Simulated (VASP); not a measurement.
Write the native input for VASP 6.6.1 that does the following.

- Task: single point
- Functional: PBE
- Potentials or basis: VASP PAW PBE potentials, release 64 (Ti_sv, Ge_d, Se)
- Cutoff: 520 eV
- k mesh: 6 × 6 × 2
- Occupations: gaussian, width 0.1 eV
- Spin: collinear spin
- Starting moments: [1.0, 0.0, 0.0, 0.0, 0.0, 0.0] μB
- Dipole correction: no
- Further INCAR settings: ALGO = Normal; EDIFF = 1e-06; NBANDS = 38

The structure of TiGeSe4 lies in POSCAR:

```
TiGeSe4
1.0
    4.9655490881      0.0000000000      0.0000000000
   -2.4827745440      4.3002916540      0.0000000000
    0.0000000000      0.0000000000      5.5881038723
Ti Ge Se
1 1 4
Direct
    0.0000000000      0.0000000000      0.5000000000
    0.0000000000      0.0000000000      0.0000000000
    0.3333333333      0.6666666667      0.7393513979
    0.3333333333      0.6666666667      0.2606486021
    0.6666666667      0.3333333333      0.7393513979
    0.6666666667      0.3333333333      0.2606486021
```

The cell was generated, and may not be a known phase.

These files were run (other wordings do the same):

INCAR

```
SYSTEM = TiGeSe4
PREC     = Accurate       ! precision mode
ENCUT    = 520            ! plane-wave cutoff, eV
EDIFF    = 1E-6           ! SCF threshold, eV
ISMEAR   = 0              ! smearing method
SIGMA    = 0.1            ! smearing width, eV
LREAL    = .FALSE.        ! projectors in reciprocal space
LASPH    = .TRUE.         ! aspherical terms in the spheres
NELM     = 150            ! most SCF steps
ALGO     = Normal         ! electronic algorithm
ISIF     = 2              ! what is computed and relaxed
LWAVE    = .FALSE.        ! write WAVECAR
LCHARG   = .TRUE.         ! write CHGCAR
ISPIN    = 2              ! spin polarisation
MAGMOM   = 1 0 0 0 0 0    ! initial moments
LORBIT   = 11             ! projections on sites
LMAXMIX  = 4              ! l up to which the mixer works
GGA      = PE             ! functional
LELF     = .TRUE.         ! ELF
LVHAR    = .TRUE.       
NBANDS   = 38             ! bands
```

KPOINTS

```
Automatic mesh
0
G
  6 6 2
  0 0 0
```

Potentials or basis: VASP PAW PBE potentials, release 64 (Ti_sv, Ge_d, Se).

Run with:

```sh
$ cat potpaw_PBE.64/Ti_sv/POTCAR potpaw_PBE.64/Ge_d/POTCAR potpaw_PBE.64/Se/POTCAR > POTCAR
$ mpirun -np 1 vasp_std > vasp.out
```

Results of the run:

- Pressure: 0.1 GPa
- Band gap on the k mesh: zero (filled and empty bands overlap)
- Net moment: 0.00 μB per cell
- Valence electrons inside the program's atomic spheres: Ti 9.99; Ge 12.09; Se 3.72

Caveat: the k points lie up to 0.56 Å⁻¹ apart, too coarse for converged energies and pressures of a metal.

Wall time 2.9 min on 1 thread of AMD EPYC 7R13 Processor (Zen 3) (shared host), peak memory 0.32 GiB.
